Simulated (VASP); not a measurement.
# Cu (I4/mmm) in VASP: single point with r2SCAN

Aim: the single point of Cu with r2SCAN.

Program: VASP 6.6.1. These are calculated values, not measurements. Logs are shortened: lines on timing, memory, paths and dates and some standing lists are left out, and cuts for length are marked.

### Step 1. The cell of the first run

Symmetry: I4/mmm, No. 139, tetragonal system. Conventional cell: a = 2.795 Å, b = 2.795 Å, c = 2.933 Å, α = 90.00°, β = 90.00°, γ = 90.00°. Within 3.2 Å of Cu (site symmetry 4/mmm) lie 14 Cu at 2.46 to 2.93 Å.

### Step 2. Single point, r2SCAN

POSCAR reads:

```
Cu
1.0
   -1.3976761718      1.3976761718      1.4663554711
    1.3976761718     -1.3976761718      1.4663554711
    1.3976761718      1.3976761718     -1.4663554711
Cu
1
Direct
    0.0000000000      0.0000000000      0.0000000000
```

INCAR.step1 reads:

```
ALGO = Normal
EDIFF = 1E-4
ENCUT = 520
GGA = PE
ISMEAR = 0
LASPH = True
LCHARG = False
LREAL = False
LWAVE = True
NBANDS = 12
NELM = 60
PREC = Accurate
SIGMA = 0.15
```

INCAR.step2 reads:

```
ALGO = Normal
EDIFF = 1E-6
ENCUT = 520
ISIF = 2
ISMEAR = 0
ISTART = 1
LASPH = True
LCHARG = True
LELF = True
LMIXTAU = True
LREAL = False
LVHAR = True
LWAVE = False
METAGGA = R2SCAN
NBANDS = 12
NELM = 60
PREC = Accurate
SIGMA = 0.15
```

KPOINTS reads:

```
k-points
0
Gamma
  26 26 26
```

Potentials or basis: VASP PAW PBE potentials, release 64 (Cu).

Started as:

```
$ cat potpaw_PBE.64/Cu/POTCAR > POTCAR
$ cp INCAR.step1 INCAR
$ mpirun -np 1 vasp_std > vasp.out
$ cp INCAR.step2 INCAR
$ mpirun -np 1 vasp_std > vasp.out
```

OUTCAR:

```text
EDIFF = 1E-6
   ENCUT = 520
   ISIF = 2
   ISMEAR = 0
   ISTART = 1
   LASPH = True
   LREAL = False
   METAGGA = R2SCAN
   NELM = 60
   PREC = Accurate

 ion  position               nearest neighbor table
   1  0.000  0.000  0.000-

  LATTYP: Found a body centered tetragonal cell.
 ALAT       =     2.7953523436
 C/A-ratio  =     1.0491382057

  Lattice vectors:

 A1 = (  -1.3976761718,   1.3976761718,   1.4663554711)
 A2 = (   1.3976761718,  -1.3976761718,   1.4663554711)
 A3 = (   1.3976761718,   1.3976761718,  -1.4663554711)

Analysis of symmetry for initial positions (statically):
=====================================================================
 Subroutine PRICEL returns:
 Original cell was already a primitive cell.

 Routine SETGRP: Setting up the symmetry group for a
 body centered tetragonal supercell.

 Subroutine GETGRP returns: Found 16 space group operations
 (whereof 16 operations were pure point group operations)
 out of a pool of 16 trial point group operations.

The static configuration has the point symmetry D_4h.

Analysis of symmetry for dynamics (positions and initial velocities):
=====================================================================
 Subroutine PRICEL returns:
 Original cell was already a primitive cell.

 Routine SETGRP: Setting up the symmetry group for a
 body centered tetragonal supercell.

 Subroutine GETGRP returns: Found 16 space group operations
 (whereof 16 operations were pure point group operations)
 out of a pool of 16 trial point group operations.

The dynamic configuration has the point symmetry D_4h.

 Subroutine INISYM returns: Found 16 space group operations
 (whereof 16 operations are pure point group operations),
 and found     1 'primitive' translations

----------------------------------------------------------------------------------------

                                     Primitive cell

  volume of cell :      11.4581

  direct lattice vectors                    reciprocal lattice vectors
    -1.397676172  1.397676172  1.466355471     0.000000000  0.357736656  0.340981440
     1.397676172 -1.397676172  1.466355471     0.357736656  0.000000000  0.340981440
     1.397676172  1.397676172 -1.466355471     0.357736656  0.357736656  0.000000000

  length of vectors
     2.461137081  2.461137081  2.461137081     0.494210337  0.494210337  0.505916031

  position of ions in fractional coordinates (direct lattice)
     0.000000000  0.000000000  0.000000000

  ion indices of the primitive-cell ions
   primitive index   ion index
                 1           1

----------------------------------------------------------------------------------------

 KPOINTS: k-points

Automatic generation of k-mesh.
 Grid dimensions read from file:
 generate k-points for:   26   26   26

 Generating k-lattice:

  Cartesian coordinates                     Fractional coordinates (reciprocal lattice)
     0.000000000  0.013759102  0.013114671     0.038461538  0.000000000  0.000000000
     0.013759102  0.000000000  0.013114671     0.000000000  0.038461538  0.000000000
     0.013759102  0.013759102  0.000000000     0.000000000  0.000000000  0.038461538

  Length of vectors
     0.019008090  0.019008090  0.019458309

  Shift w.r.t. Gamma in fractional coordinates (k-lattice)
     0.000000000  0.000000000  0.000000000

 Subroutine IBZKPT returns following result:
 ===========================================

 Found   1330 irreducible k-points:

 Following reciprocal coordinates:
            Coordinates               Weight
  0.000000  0.000000  0.000000      1.000000
  0.038462  0.000000 -0.000000      8.000000
  0.076923  0.000000 -0.000000      8.000000
  0.115385  0.000000 -0.000000      8.000000
  0.153846  0.000000 -0.000000      8.000000
  0.192308  0.000000 -0.000000      8.000000
[... 16 lines left out ...]
  0.346154  0.038462 -0.000000     16.000000
  0.384615  0.038462 -0.000000     16.000000
 [... further k-points ...]
   k-points           NKPTS =   1330   k-points in BZ     NKDIM =   1330   number of bands    NBANDS=     12
   number of dos      NEDOS =    301   number of ions     NIONS =      1
   total plane-waves  NPLWV =   5832
   dimension x,y,z NGX =    18 NGY =   18 NGZ =   18
   dimension x,y,z NGXF=    36 NGYF=   36 NGZF=   36
   ions per type =               1
   NGX,Y,Z   is equivalent  to a cutoff of  12.16, 12.16, 12.16 a.u.
   NGXF,Y,Z  is equivalent  to a cutoff of  24.32, 24.32, 24.32 a.u.
 SYSTEM =  unknown system
   PREC   = accura    normal or accurate (medium, high low for compatibility)
   ISTART =      1    job   : 0-new  1-cont  2-samecut
   ICHARG =      0    charge: 1-file 2-atom 10-const
   ISPIN  =      1    spin polarized calculation?
   LNONCOLLINEAR =      F non collinear calculations
   LSORBIT =      F    spin-orbit coupling
   LASPH  =      T    aspherical Exc in radial PAW
   ENCUT  =  520.0 eV  38.22 Ry    6.18 a.u.   4.58  4.58  4.58*2*pi/ulx,y,z
   NELM   =     60;   NELMIN=  2; NELMDL=  0     # of ELM steps
   EDIFF  = 0.1E-05   stopping-criterion for ELM
   LREAL  =      F    real-space projection
   EDIFFG = 0.1E-04   stopping-criterion for IOM
   NSW    =      0    number of steps for IOM
   IBRION =     -1    ionic relax: 0-MD 1-quasi-New 2-CG
   NFREE  =      0    steps in history (QN), initial steepest desc. (CG)
   ISIF   =      2    stress and relaxation
   ISYM   =      2    0-nonsym 1-usesym 2-fastsym
   POTIM  = 0.5000    time-step for ionic-motion
   TEBEG  =    0.0;   TEEND  =   0.0 temperature during run
   PSTRESS=    0.0 pullay stress
   NELECT =      11.0000    total number of electrons
   NUPDOWN=      -1.0000    fix difference up-down
   EMIN   =  10.00;   EMAX   =-10.00  energy-range for DOS
   EFERMI =   0.00;   METHOD = LEGACY
   ISMEAR =     0;   SIGMA  =   0.15  broadening in eV -4-tet -1-fermi 0-gaus
   EFERMI_NEDOS =   21; number of points for ismear=-14 and -15
   IALGO  =     38    algorithm
   IMIX   =      4    mixing-type and parameters
     AMIX     =   0.40;   BMIX     =  1.00
     AMIX_MAG =   1.60;   BMIX_MAG =  1.00
  volume/ion in A,a.u.               =      11.46        77.32
  Fermi-wavevector in a.u.,A,eV,Ry     =   1.614984  3.051878 35.486359  2.608174
  Thomas-Fermi vector in A             =   2.709805
   LORBIT       =      0    0 simple, 1 ext, 2 COOP (PROOUT), +10 PAW based schemes
   METAGGA = R2SCAN    functional components
   LHFCALC =     F    Hartree Fock is set to
   AEXX    =    0.0000 exact exchange contribution
   IVDW    =     0    specifies the selected vdW correction
   LEPSILON=     F    determine dielectric tensor
   LRPA    =     F    only Hartree local field effects (RPA)
 non-spin polarized calculation
 Gauss-broadening in eV      SIGMA  =   0.15
  energy-cutoff  :      520.00
  volume of cell :       11.46
 maximum number of plane-waves:       329
   NGX =  9   NGY =  9   NGZ =  9

 number of electron      10.9999992 magnetization

 Free energy of the ion-electron system (eV)
  ---------------------------------------------------
  ext. energy  EPLUGINS =         0.00000000
  ---------------------------------------------------
  free energy    TOTEN  =       -10.79273968 eV

  energy without entropy =      -10.78884245  energy(sigma->0) =      -10.79079107

 E-fermi :   7.7781     XC(G=0): -13.9539

 val. band max:        7.7763820231   @ k =   0.5000   0.1538   0.1154
 cond. band min:       7.7797191451   @ k =   0.5000   0.1923   0.1538
 fundamental gap:      0.0033371221
 Fermi energy:         7.7780940329

 k-point     1 :       0.0000    0.0000    0.0000
  band No.  band energies     occupation
      1      -2.1314      2.00000
      2       4.4078      2.00000
      3       4.4080      2.00000
      4       4.5893      2.00000
      5       5.4122      2.00000
      6       5.5979      2.00000
      7      33.4090      0.00000
      8      34.3966      0.00000
      9      34.3968      0.00000
     10      37.5343      0.00000
     11      37.9743      0.00000
     12      38.8062      0.00000

 k-point     2 :       0.0385    0.0000   -0.0000
  band No.  band energies     occupation
      1      -2.0716      2.00000
      2       4.4080      2.00000
      3       4.4139      2.00000
      4       4.5953      2.00000
      5       5.4047      2.00000
      6       5.5938      2.00000
      7      32.9387      0.00000
      8      33.9884      0.00000
      9      34.2275      0.00000
     10      36.7416      0.00000
     11      37.5884      0.00000
     12      37.7471      0.00000

 k-point     3 :       0.0769    0.0000   -0.0000
  band No.  band energies     occupation
      1      -1.8932      2.00000
      2       4.4069      2.00000
      3       4.4150      2.00000
      4       4.6299      2.00000
      5       5.3829      2.00000
      6       5.5841      2.00000
      7      31.3541      0.00000
      8      33.4346      0.00000
      9      33.8034      0.00000
     10      36.0766      0.00000
     11      36.4246      0.00000
     12      36.8306      0.00000

 k-point     4 :       0.1154    0.0000   -0.0000
  band No.  band energies     occupation
      1      -1.5991      2.00000
      2       4.3864      2.00000
      3       4.4013      2.00000
      4       4.7173      2.00000
      5       5.3508      2.00000
      6       5.5736      2.00000
      7      29.3058      0.00000
      8      32.6910      0.00000
      9      33.2561      0.00000
     10      35.1317      0.00000
     11      35.6885      0.00000
     12      36.4536      0.00000

 k-point     5 :       0.1538    0.0000   -0.0000
  band No.  band energies     occupation
      1      -1.1954      2.00000
      2       4.3304      2.00000
      3       4.3873      2.00000
      4       4.8541      2.00000
      5       5.3174      2.00000
      6       5.5660      2.00000
      7      27.1550      0.00000
      8      31.7856      0.00000
      9      32.6443      0.00000
     10      33.9480      0.00000
     11      35.2694      0.00000
     12      36.6198      0.00000
[... 228 lines left out ...]
      1       0.8761      2.00000
      2       4.0500      2.00000
      3       4.3711      2.00000
      4       5.3068      2.00000
      5       5.5528      2.00000
      6       5.6099      2.00000
      7      19.9567      0.00000
      8      27.9212      0.00000
      9      29.4451      0.00000
     10      32.2313      0.00000
     11      34.9400      0.00000
     12      39.3026      0.00000

 k-point    22 :       0.3077    0.0385    0.0000
  band No.  band energies     occupation
      1       1.4756      2.00000
      2       3.9718      2.00000
      3       4.5314      2.00000
      4       5.3370      2.00000
      5       5.5854      2.00000
      6       5.8197      2.00000
      7      18.0567      0.00000
      8      27.3392      0.00000
      9      28.6694      0.00000
     10      31.9025      0.00000
     11      34.7222      0.00000
     12      40.4061      0.00000

 k-point    23 :       0.3462    0.0385   -0.0000
  band No.  band energies     occupation
      1       1.9407      2.00000
      2       3.9031      2.00000
      3       4.8690      2.00000
      4       5.3649      2.00000
      5       5.6259      2.00000
      6       6.0442      2.00000
      7      16.2818      0.00000
      8      26.8607      0.00000
      9      28.0226      0.00000
     10      31.6383      0.00000
     11      34.5729      0.00000
     12      41.6269      0.00000

 k-point    24 :       0.3846    0.0385   -0.0000
  band No.  band energies     occupation
      1       2.2235      2.00000
      2       3.8478      2.00000
      3       5.2841      2.00000
      4       5.3992      2.00000
      5       5.7389      2.00000
      6       6.3028      2.00000
      7      14.6788      0.00000
      8      26.4975      0.00000
      9      27.5198      0.00000
     10      31.4383      0.00000
     11      34.4744      0.00000
     12      42.3555      0.00000

 [... further k-points ...]

------------------------ aborting loop because EDIFF is reached ----------------------------------------

  FORCE on cell =-STRESS in cart. coord.  units (eV):
  Direction    XX          YY          ZZ          XY          YZ          ZX
  --------------------------------------------------------------------------------------
  -------------------------------------------------------------------------------------
  Total        0.0405068      0.0405068      0.0964155      0.0000000      0.0000000      0.0000000
  in kB        5.6640365      5.6640365     13.4817136      0.0000000      0.0000000      0.0000000
  external PRESSURE =       8.2699289 kB  Pullay stress =       0.0000000 kB

 VOLUME and BASIS-vectors are now :
 -----------------------------------------------------------------------------
  energy-cutoff  :      520.00
  volume of cell :       11.46
      direct lattice vectors                 reciprocal lattice vectors
    -1.397676172  1.397676172  1.466355471     0.000000000  0.357736656  0.340981440
     1.397676172 -1.397676172  1.466355471     0.357736656  0.000000000  0.340981440
     1.397676172  1.397676172 -1.466355471     0.357736656  0.357736656  0.000000000

 POSITION                                       TOTAL-FORCE (eV/Angst)
 -----------------------------------------------------------------------------------
      0.00000      0.00000      0.00000         0.000000     -0.000000      0.000000
 -----------------------------------------------------------------------------------
    total drift:                                0.000000      0.000000      0.000000

  FREE ENERGIE OF THE ION-ELECTRON SYSTEM (eV)
  ---------------------------------------------------
  free  energy   TOTEN  =       -10.7927396819 eV

  energy  without entropy=      -10.7888424522  energy(sigma->0) =      -10.79079107
```

It took 4 min on 1 thread of Intel Xeon 6975P-C (Granite Rapids), shared host; peak memory 0.27 GiB.

Results:

```
Free energy : -10.7927 eV
Pressure    : 0.8 GPa
```

Caveat: the PAW data sets were made with another functional, which shifts forces and pressure a little.
